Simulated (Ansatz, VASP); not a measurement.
## Mo in VASP and in Ansatz

```
CELL_PARAMETERS angstrom
-1.58381 1.58381 1.58381
1.58381 -1.58381 1.58381
1.58381 1.58381 -1.58381
ATOMIC_POSITIONS crystal
Mo 0.00000 0.00000 0.00000
```

Alike in both runs: task single point; functional PBE; k mesh 8 × 8 × 8; occupations gaussian, width 0.1 eV; no spin polarisation.

```csv
,VASP,Ansatz
version,VASP 6.6.1,Ansatz 0.2.0
potentials or method,"VASP PAW PBE potentials, release 64 (Mo_sv), cutoff 520 eV","scalar-relativistic, plane waves, PAW"
valence electrons in the cell,14,14
```

|  | VASP | Ansatz | Ansatz less VASP |
| --- | --- | --- | --- |
| gap on the k mesh at the Fermi level (eV) | none | none | - |
| pressure (GPa) | -0.6 | -1.0 | -0.48 |

A gap of «none» marks a metal or a gap that the smearing closes.
